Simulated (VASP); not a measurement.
# Bi (R-3m) in VASP: a series of runs

Aim: see how the results for Bi move with the level of theory and the settings. Levels: PBEsol+D3(BJ), PBEsol+D4, LDA. Tasks: relaxation of cell and atoms, single point.

Program: VASP 6.6.1. These are calculated values, not measurements. Logs are shortened: lines on timing, memory, paths and dates and some standing lists are left out, and cuts for length are marked.

**1. The cell of the first run**

Symmetry: R-3m, No. 166, trigonal system. Conventional cell: a = 4.535 Å, b = 4.535 Å, c = 11.814 Å, α = 90.00°, β = 90.00°, γ = 120.00°. Within 4.0 Å of Bi (site symmetry 3m) lie 6 Bi at 3.06 to 3.52 Å.

**2. Relaxation of cell and atoms, PBEsol+D3(BJ)**

The input, INCAR:

```
PREC     = Accurate       # precision mode
ENCUT    = 600            # plane-wave cutoff, eV
EDIFF    = 1E-6           # SCF threshold, eV
ISMEAR   = -1             # smearing method
SIGMA    = 0.05           # smearing width, eV
LREAL    = F              # projectors in reciprocal space
LASPH    = T              # aspherical terms in the spheres
NELM     = 60             # most SCF steps
ALGO     = Normal         # electronic algorithm
ISIF     = 3              # what is computed and relaxed
LWAVE    = F              # write WAVECAR
LCHARG   = F              # write CHGCAR
GGA      = PS             # functional
IVDW     = 12             # dispersion correction
IBRION   = 2              # ionic algorithm
NSW      = 60             # ionic steps
EDIFFG   = -0.01          # ionic threshold
```

The input, KPOINTS:

```
Automatic mesh
0
Gamma
  7 7 7
```

The input, POSCAR:

```
Bi
1.0
    2.2675000000      1.3091417354      3.9380000000
   -2.2675000000      1.3091417354      3.9380000000
    0.0000000000     -2.6182834708      3.9380000000
Bi
2
Direct
    0.7660000000      0.7660000000      0.7660000000
    0.2340000000      0.2340000000      0.2340000000
```

Potentials or basis: VASP PAW PBE potentials, release 64 (Bi_d).

On the command line:

```sh
> cat potpaw_PBE.64/Bi_d/POTCAR > POTCAR
> mpirun -np 1 vasp_std > vasp.out
```

OUTCAR:

```text
PREC = Accurate
   ENCUT = 600
   EDIFF = 1E-6
   ISMEAR = -1
   LREAL = F
   LASPH = T
   NELM = 60
   ISIF = 3
   GGA = PS
   IVDW = 12
   IBRION = 2
   NSW = 60
   EDIFFG = -0.01
 IVDW          = 12

 ion  position               nearest neighbor table
   1  0.766  0.766  0.766-   2 3.06   2 3.06   2 3.06   2 3.52   2 3.52   2 3.52
   2  0.234  0.234  0.234-   1 3.06   1 3.06   1 3.06   1 3.52   1 3.52   1 3.52

  LATTYP: Found a trigonal (rhomboedric) cell.
 ALAT       =     4.7289800521
 COS(alpha) =     0.5401781303

  Lattice vectors:

 A1 = (   2.2675000000,   1.3091417354,   3.9380000000)
 A2 = (  -2.2675000000,   1.3091417354,   3.9380000000)
 A3 = (   0.0000000000,  -2.6182834708,   3.9380000000)

Analysis of symmetry for initial positions (statically):
=====================================================================
 Subroutine PRICEL returns:
 Original cell was already a primitive cell.

 Routine SETGRP: Setting up the symmetry group for a
 trigonal (rhombohedral) supercell.

 Subroutine GETGRP returns: Found 12 space group operations
 (whereof 12 operations were pure point group operations)
 out of a pool of 12 trial point group operations.

The static configuration has the point symmetry D_3d.

Analysis of symmetry for dynamics (positions and initial velocities):
=====================================================================
 Subroutine PRICEL returns:
 Original cell was already a primitive cell.

 Routine SETGRP: Setting up the symmetry group for a
 trigonal (rhombohedral) supercell.

 Subroutine GETGRP returns: Found 12 space group operations
 (whereof 12 operations were pure point group operations)
 out of a pool of 12 trial point group operations.

The dynamic configuration has the point symmetry D_3d.

 Subroutine INISYM returns: Found 12 space group operations
 (whereof 12 operations are pure point group operations),
 and found     1 'primitive' translations

----------------------------------------------------------------------------------------

                                     Primitive cell

  volume of cell :      70.1392

  direct lattice vectors                    reciprocal lattice vectors
     2.267500000  1.309141735  3.938000000     0.220507166  0.127309872  0.084645336
    -2.267500000  1.309141735  3.938000000    -0.220507166  0.127309872  0.084645336
     0.000000000 -2.618283471  3.938000000     0.000000000 -0.254619744  0.084645336

  length of vectors
     4.728980052  4.728980052  4.728980052     0.268320791  0.268320791  0.268320791

  position of ions in fractional coordinates (direct lattice)
     0.766000000  0.766000000  0.766000000
     0.234000000  0.234000000  0.234000000

  ion indices of the primitive-cell ions
   primitive index   ion index
                 1           1
                 2           2

----------------------------------------------------------------------------------------

 KPOINTS: Automatic mesh

Automatic generation of k-mesh.
 Grid dimensions read from file:
 generate k-points for:    7    7    7

 Generating k-lattice:

  Cartesian coordinates                     Fractional coordinates (reciprocal lattice)
     0.031501024  0.018187125  0.012092191     0.142857143 -0.000000000  0.000000000
    -0.031501024  0.018187125  0.012092191    -0.000000000  0.142857143  0.000000000
     0.000000000 -0.036374249  0.012092191     0.000000000  0.000000000  0.142857143

  Length of vectors
     0.038331542  0.038331542  0.038331542

  Shift w.r.t. Gamma in fractional coordinates (k-lattice)
     0.000000000  0.000000000  0.000000000

 Subroutine IBZKPT returns following result:
 ===========================================

 Found     44 irreducible k-points:

 Following reciprocal coordinates:
            Coordinates               Weight
  0.000000  0.000000  0.000000      1.000000
  0.142857  0.000000  0.000000      6.000000
  0.285714  0.000000  0.000000      6.000000
  0.428571 -0.000000  0.000000      6.000000
  0.142857  0.142857  0.000000      6.000000
  0.285714  0.142857  0.000000     12.000000
[... 16 lines left out ...]
  0.285714  0.285714  0.142857      6.000000
  0.428571  0.285714  0.142857     12.000000
 [... further k-points ...]
   k-points           NKPTS =     44   k-points in BZ     NKDIM =     44   number of bands    NBANDS=     19
   number of dos      NEDOS =    301   number of ions     NIONS =      2
   total plane-waves  NPLWV =  64000
   dimension x,y,z NGX =    40 NGY =   40 NGZ =   40
   dimension x,y,z NGXF=    80 NGYF=   80 NGZF=   80
   ions per type =               2
   NGX,Y,Z   is equivalent  to a cutoff of  14.06, 14.06, 14.06 a.u.
   NGXF,Y,Z  is equivalent  to a cutoff of  28.12, 28.12, 28.12 a.u.
 SYSTEM =  unknown system
   PREC   = accura    normal or accurate (medium, high low for compatibility)
   ISTART =      0    job   : 0-new  1-cont  2-samecut
   ICHARG =      2    charge: 1-file 2-atom 10-const
   ISPIN  =      1    spin polarized calculation?
   LNONCOLLINEAR =      F non collinear calculations
   LSORBIT =      F    spin-orbit coupling
   LASPH  =      T    aspherical Exc in radial PAW
   ENCUT  =  600.0 eV  44.10 Ry    6.64 a.u.   9.44  9.44  9.44*2*pi/ulx,y,z
   NELM   =     60;   NELMIN=  2; NELMDL= -5     # of ELM steps
   EDIFF  = 0.1E-05   stopping-criterion for ELM
   LREAL  =      F    real-space projection
   EDIFFG = -.1E-01   stopping-criterion for IOM
   NSW    =     60    number of steps for IOM
   IBRION =      2    ionic relax: 0-MD 1-quasi-New 2-CG
   NFREE  =      1    steps in history (QN), initial steepest desc. (CG)
   ISIF   =      3    stress and relaxation
   ISYM   =      2    0-nonsym 1-usesym 2-fastsym
   POTIM  = 0.5000    time-step for ionic-motion
   TEBEG  =    0.0;   TEEND  =   0.0 temperature during run
   PSTRESS=    0.0 pullay stress
   NELECT =      30.0000    total number of electrons
   NUPDOWN=      -1.0000    fix difference up-down
   EMIN   =  10.00;   EMAX   =-10.00  energy-range for DOS
   EFERMI =   0.00;   METHOD = LEGACY
   ISMEAR =    -1;   SIGMA  =   0.05  broadening in eV -4-tet -1-fermi 0-gaus
   EFERMI_NEDOS =   21; number of points for ismear=-14 and -15
   IALGO  =     38    algorithm
   IMIX   =      4    mixing-type and parameters
     AMIX     =   0.40;   BMIX     =  1.00
     AMIX_MAG =   1.60;   BMIX_MAG =  1.00
  volume/ion in A,a.u.               =      35.07       236.66
  Fermi-wavevector in a.u.,A,eV,Ry     =   1.233469  2.330919 20.700530  1.521446
  Thomas-Fermi vector in A             =   2.368198
   LORBIT       =      0    0 simple, 1 ext, 2 COOP (PROOUT), +10 PAW based schemes
   GGA     = PS    functional components
   LHFCALC =     F    Hartree Fock is set to
   AEXX    =    0.0000 exact exchange contribution
   IVDW    =    12    specifies the selected vdW correction
   LEPSILON=     F    determine dielectric tensor
   LRPA    =     F    only Hartree local field effects (RPA)
 conjugate gradient relaxation of ions
 non-spin polarized calculation
  energy-cutoff  :      600.00
  volume of cell :       70.14
 maximum number of plane-waves:      2360
 NGX is ok and might be reduce to    40
   NGX = 19   NGY = 19   NGZ = 19

--------------------------------------- Ionic step        1  -------------------------------------------

 number of electron      30.0000001 magnetization

 Free energy of the ion-electron system (eV)
  ---------------------------------------------------
  ext. energy  EPLUGINS =         0.00000000
  ---------------------------------------------------
  free energy    TOTEN  =        -8.62452777 eV

  energy without entropy =       -8.62305311  energy(sigma->0) =       -8.62379044

------------------------ aborting loop because EDIFF is reached ----------------------------------------

 Edisp (eV)   -0.92910

 E8    (eV) :    -0.6647
[... 71 lines left out ...]
--------------------------------------- Ionic step        3  -------------------------------------------

 number of electron      30.0000000 magnetization

 E-fermi :   6.7515     XC(G=0):  -9.9696

 val. band max:        6.5751743497   @ k =   0.4286   0.2857   0.2857
 cond. band min:       6.8703508999   @ k =   0.4286  -0.0000   0.0000
 fundamental gap:      0.2951765502
 Fermi energy:         6.7515053781

 k-point     1 :       0.0000    0.0000    0.0000
  band No.  band energies     occupation
      1     -16.1169      2.00000
      2     -16.1169      2.00000
      3     -15.9364      2.00000
      4     -15.9364      2.00000
      5     -15.9188      2.00000
      6     -15.7126      2.00000
[... 505 lines left out ...]
      6     -15.7649      2.00000
[... 11 lines left out ...]
     18      10.7053      0.00000
     19      11.8979      0.00000

 [... further k-points ...]

------------------------ aborting loop because EDIFF is reached ----------------------------------------

 Edisp (eV)   -0.98127

 E8    (eV) :    -0.7018
[... 25 lines left out ...]
  FREE ENERGIE OF THE ION-ELECTRON SYSTEM (eV)
  ---------------------------------------------------
  free  energy   TOTEN  =        -9.5846497973 eV

  energy  without entropy=       -9.5833873856  energy(sigma->0) =       -9.58401859

[... ionic steps 4 to 8 ...]

--------------------------------------- Ionic step        9  -------------------------------------------

 number of electron      29.9999996 magnetization

------------------------ aborting loop because EDIFF is reached ----------------------------------------
[... 75 lines left out ...]
--------------------------------------- Ionic step       11  -------------------------------------------

 number of electron      29.9999996 magnetization

 Free energy of the ion-electron system (eV)
  ---------------------------------------------------
  ext. energy  EPLUGINS =         0.00000000
  ---------------------------------------------------
  free energy    TOTEN  =        -8.60585794 eV

  energy without entropy =       -8.60439938  energy(sigma->0) =       -8.60512866

 E-fermi :   7.0339     XC(G=0): -10.0825

 val. band max:        6.9409719555   @ k =   0.1429   0.1429   0.0000
 cond. band min:       7.1255013236   @ k =   0.4286  -0.0000   0.0000
 fundamental gap:      0.1845293682
 Fermi energy:         7.0339076215

 k-point     1 :       0.0000    0.0000    0.0000
  band No.  band energies     occupation
      1     -15.8980      2.00000
      2     -15.8980      2.00000
      3     -15.7173      2.00000
      4     -15.7173      2.00000
      5     -15.7085      2.00000
      6     -15.4929      2.00000
[... 505 lines left out ...]
      6     -15.5574      2.00000
[... 11 lines left out ...]
     18      11.0548      0.00000
     19      11.9972      0.00000

 [... further k-points ...]

------------------------ aborting loop because EDIFF is reached ----------------------------------------

 Edisp (eV)   -1.00120

 E8    (eV) :    -0.7160
[... 25 lines left out ...]
  FREE ENERGIE OF THE ION-ELECTRON SYSTEM (eV)
  ---------------------------------------------------
  free  energy   TOTEN  =        -9.6070616377 eV

  energy  without entropy=       -9.6056030723  energy(sigma->0) =       -9.60633235

 reached required accuracy - stopping structural energy minimisation
```

Wall time 4.8 min (1 thread of AMD EPYC 9R45 (Zen 5), shared host); peak memory 0.24 GiB.

What came out:

- Free energy: -9.6071 eV
- Relaxed volume: 32.54 Å³/atom
- Relaxed cell: a = 4.552 Å, b = 4.552 Å, c = 4.552 Å, α = 58.93°, β = 58.93°, γ = 58.93°
- Space group after relaxing (to 0.1 Å): R-3m (No. 166)
- Energy gained by relaxing: 26.7 meV/atom
- Ionic steps: 11
- Pressure after relaxing: 0.0 GPa
- Largest force after relaxing: 0.007 eV/Å
- Dispersion energy per atom: -0.501 eV

Forces on the atoms (eV/Å):
```
Bi   0.000  0.000 -0.007
Bi   0.000  0.000  0.007
```

Step by step:
| step | energy change (eV) | largest force (eV/Å) | pressure (GPa) | volume (Å³) |
| --- | --- | --- | --- | --- |
| 1 | 0.0000 | 0.1312 | -2.50 | 70.14 |
| 2 | -0.0237 | 0.4692 | 1.65 | 64.74 |
| 3 | -0.0310 | 0.3578 | 0.15 | 66.42 |
| 4 | -0.0419 | 0.2381 | 0.15 | 65.93 |
| 5 | -0.0522 | 0.0052 | 0.37 | 64.74 |
| 6 | -0.0522 | 0.0427 | -0.55 | 65.68 |
| 7 | -0.0530 | 0.0171 | -0.10 | 65.21 |
| 8 | -0.0534 | 0.0023 | -0.04 | 65.14 |
| 9 | -0.0534 | 0.0060 | -0.06 | 65.11 |
| 10 | -0.0533 | 0.0187 | 0.05 | 65.04 |
| 11 | -0.0534 | 0.0071 | 0.01 | 65.09 |

Final structure:
```cif
data_structure
_symmetry_space_group_name_H-M 'P 1'
_symmetry_Int_Tables_number 1
_cell_length_a 4.5524
_cell_length_b 4.5524
_cell_length_c 4.5524
_cell_angle_alpha 58.933
_cell_angle_beta 58.933
_cell_angle_gamma 58.933
_cell_volume 65.09
loop_
_atom_site_label
_atom_site_type_symbol
_atom_site_fract_x
_atom_site_fract_y
_atom_site_fract_z
_atom_site_occupancy
Bi1 Bi 0.76066 0.76066 0.76066 1
Bi2 Bi 0.23934 0.23934 0.23934 1
```

Levels at points of the mesh, in eV from the Fermi level:
| k point | band 11 | band 12 | band 13 | band 14 | band 15 | band 16 | band 17 | band 18 | band 19 |
| --- | --- | --- | --- | --- | --- | --- | --- | --- | --- |
| (0.00, 0.00, 0.00) | -13.51 | -7.14 | -1.46 | -1.35 | -1.35 | 3.03 | 3.26 | 3.26 | 5.53 |

Caveat: the PAW data sets were made with another functional, which shifts forces and pressure a little; spin-orbit coupling is left out, which moves the levels of the heavy elements.

**3. Relaxation of cell and atoms, PBEsol+D4**

The input, INCAR:

```
PREC = Accurate
ENCUT = 600
EDIFF = 1E-7
ISMEAR = -1
SIGMA = 0.05
LREAL = False
LASPH = True
NELM = 100
ALGO = Normal
ISIF = 3
LWAVE = False
LCHARG = False
GGA = PS
IVDW = 13
IBRION = 2
NSW = 60
EDIFFG = -0.01
```

The input, KPOINTS:

```
regular mesh
0
Gamma
  7 7 7
```

POSCAR is that of step 2.

Potentials or basis: VASP PAW PBE potentials, release 64 (Bi_d).

On the command line:

```sh
> cat potpaw_PBE.64/Bi_d/POTCAR > POTCAR
> mpirun -np 1 vasp_std > vasp.out
```

Run time: 5.2 min. Hardware: 1 thread of AMD EPYC 9R45 (Zen 5), shared host; peak memory 0.24 GiB.

Results (log left out):

```yaml
Free_energy: -9.2206 eV
Relaxed_volume: 33.26 Å³/atom
Relaxed_cell: a = 4.595 Å, b = 4.595 Å, c = 4.595 Å, α = 58.65°, β = 58.65°, γ = 58.65°
Space_group_after_relaxing_to_0.1_Å: R-3m (No. 166)
Energy_gained_by_relaxing: 13.8 meV/atom
Ionic_steps: 10
Pressure_after_relaxing: 0.0 GPa
Largest_force_after_relaxing: 0.006 eV/Å
Dispersion_energy_per_atom: -0.299 eV
```

Forces on the atoms (eV/Å):
```
Bi   0.000  0.000 -0.006
Bi   0.000  0.000  0.006
```

The path:
```tsv
step	energy change (eV)	largest force (eV/Å)	pressure (GPa)	volume (Å³)
1	0.0000	0.1334	-1.60	70.14
2	-0.0121	0.3224	0.90	66.64
3	-0.0141	0.2710	0.18	67.55
4	-0.0206	0.1799	0.15	67.18
5	-0.0265	0.0436	0.25	66.07
6	-0.0268	0.0087	0.21	66.27
7	-0.0272	0.0300	-0.29	66.84
8	-0.0273	0.0231	-0.12	66.65
9	-0.0276	0.0005	-0.02	66.54
10	-0.0276	0.0056	0.01	66.51
```

Final structure:
```
Bi
1.0
     2.25081    1.29950    3.78991
    -2.25081    1.29950    3.78991
     0.00000   -2.59901    3.78991
Bi
2
Direct
  0.76169 0.76169 0.76169
  0.23831 0.23831 0.23831
```

Levels at points of the mesh, in eV from the Fermi level:
| k point | band 12 | band 13 | band 14 | band 15 | band 16 | band 17 | band 18 | band 19 |
| --- | --- | --- | --- | --- | --- | --- | --- | --- |
| (0.00, 0.00, 0.00) | -7.21 | -1.42 | -1.28 | -1.28 | 2.95 | 3.22 | 3.22 | 5.57 |

Caveat: the PAW data sets were made with another functional, which shifts forces and pressure a little; spin-orbit coupling is left out, which moves the levels of the heavy elements.

**4. Single point, LDA, non-collinear spin, zero start, spin-orbit coupling (last atom moved by 0.05 Å along z, cell strained by +1.5% along z)**

The input, INCAR:

```
SYSTEM = Bi
GGA = CA
LSORBIT = .True.
MAGMOM = 0 0 0 0 0 0
LORBIT = 11
ISMEAR = 0
SIGMA = 0.07
LWAVE = .False.
LCHARG = .False.
ISIF = 2
PREC = Accurate
LASPH = .True.
LREAL = .False.
ALGO = Normal
EDIFF = 1E-6
NELM = 200
GGA_COMPAT = .False.
ENCUT = 320
KPAR = 4
NBANDS = 50
```

The input, KPOINTS:

```
Automatic mesh
0
Gamma
  10 10 10
  0 0 0
```

The input, POSCAR:

```
Bi
1.0
    2.2675000000      1.3091417354      3.9970700000
   -2.2675000000      1.3091417354      3.9970700000
    0.0000000000     -2.6182834708      3.9970700000
Bi
2
Direct
    0.7660000000      0.7660000000      0.7660000000
    0.2382322700      0.2382322700      0.2382322700
```

Potentials or basis: VASP PAW LDA potentials, release 64 (Bi_d).

On the command line:

```sh
> cat potpaw_LDA.64/Bi_d/POTCAR > POTCAR
> mpirun -np 4 vasp_ncl > vasp.out
```

It took 1.9 min on 4 MPI ranks of Intel Xeon Platinum 8488C (Sapphire Rapids), shared host; peak memory 0.38 GiB.

The run converged. Its results:

| Quantity | Value |
| --- | --- |
| Free energy | -10.7549 eV |
| Pressure | -2.1 GPa |
| Largest force | 0.188 eV/Å |
| Net moment | 0.00 μB per cell |
| Valence electrons inside the program's atomic spheres | Bi 12.80 |

Forces in eV/Å, atoms in the order of the input:
```
Bi   0.000  0.000  0.188
Bi   0.000  0.000 -0.188
```

Stress tensor (GPa, compression positive):
```
-1.92  0.00  0.00
 0.00 -1.92  0.00
 0.00  0.00 -2.59
```

Moments on the atoms (μB; x, y, z):
```
Bi  0.00 0.00 0.00
Bi  0.00 0.00 0.00
```

Caveat: the cell differs from its parent crystal (last atom moved by 0.05 Å along z, cell strained by +1.5% along z).

**5. Single point, LDA, non-collinear spin, zero start, spin-orbit coupling (last atom moved by 0.05 Å along z, cell strained by +1.5% along z)**

INCAR, as its differences from that of step 4:

```diff
@@ -6,3 +6,3 @@
 ISMEAR = 0
-SIGMA = 0.07
+SIGMA = 0.04
 LWAVE = .False.
@@ -17,4 +17,4 @@
 GGA_COMPAT = .False.
-ENCUT = 320
+ENCUT = 550
 KPAR = 4
-NBANDS = 50
+NBANDS = 70
```

The input, KPOINTS:

```
Automatic mesh
0
Gamma
  14 14 14
  0 0 0
```

POSCAR is that of step 4.

On the command line:

```sh
> cat potpaw_LDA.64/Bi_d/POTCAR > POTCAR
> mpirun -np 4 vasp_ncl > vasp.out
```

Run time: 11 min. Hardware: 4 MPI ranks of Intel Xeon Platinum 8488C (Sapphire Rapids), shared host; peak memory 1.7 GiB.

It converged, with:

```
Free energy                                           : -10.7602 eV
Pressure                                              : -1.5 GPa
Largest force                                         : 0.182 eV/Å
Net moment                                            : 0.00 μB per cell
Valence electrons inside the program's atomic spheres : Bi 12.80
```

Forces on the atoms (eV/Å):
```
Bi   0.000  0.000  0.182
Bi   0.000  0.000 -0.182
```

Stress tensor (GPa, compression positive):
```
-1.27  0.00  0.00
 0.00 -1.27  0.00
 0.00  0.00 -1.96
```

Moments on the atoms (μB; x, y, z):
```
Bi  0.00 0.00 0.00
Bi  0.00 0.00 0.00
```

Caveat: the cell differs from its parent crystal (last atom moved by 0.05 Å along z, cell strained by +1.5% along z).

**6. Overview**

```tsv
task	level	potentials or basis	spin	cell	k mesh	cutoff (eV)	smearing	dipole correction	tolerance level	purpose	pressure (GPa)	moment (μB)	relaxed volume (Å³/atom)	largest force (eV/Å)
relaxation of cell and atoms	PBEsol+D3(BJ)	VASP PAW PBE potentials, release 64 (Bi_d)	off	relaxed from a = 4.729 Å, angles 57.3°, 2 atoms, atomic positions A	7 × 7 × 7	600	fermi-dirac 0.05 eV	no	-	-	0.0	-	32.54	0.01
relaxation of cell and atoms	PBEsol+D4	VASP PAW PBE potentials, release 64 (Bi_d)	off	relaxed from a = 4.729 Å, angles 57.3°, 2 atoms, atomic positions A	7 × 7 × 7	600	fermi-dirac 0.05 eV	no	-	-	0.0	-	33.26	0.01
single point	LDA	VASP PAW LDA potentials, release 64 (Bi_d)	non-collinear, zero start, SOC	a = 4.778 Å, angles 56.7°, 2 atoms, atomic positions B	10 × 10 × 10	320	gaussian 0.07 eV	-	screening	forces	-2.1	0.00	-	0.19
single point	LDA	VASP PAW LDA potentials, release 64 (Bi_d)	non-collinear, zero start, SOC	a = 4.778 Å, angles 56.7°, 2 atoms, atomic positions B	14 × 14 × 14	550	gaussian 0.04 eV	-	screening	forces	-1.5	0.00	-	0.18
```

Caveats: the PAW data sets were made with another functional, which shifts forces and pressure a little (at least some runs); spin-orbit coupling is left out, which moves the levels of the heavy elements (at least some runs).

Absolute energies hang on the potentials; compare differences alone.
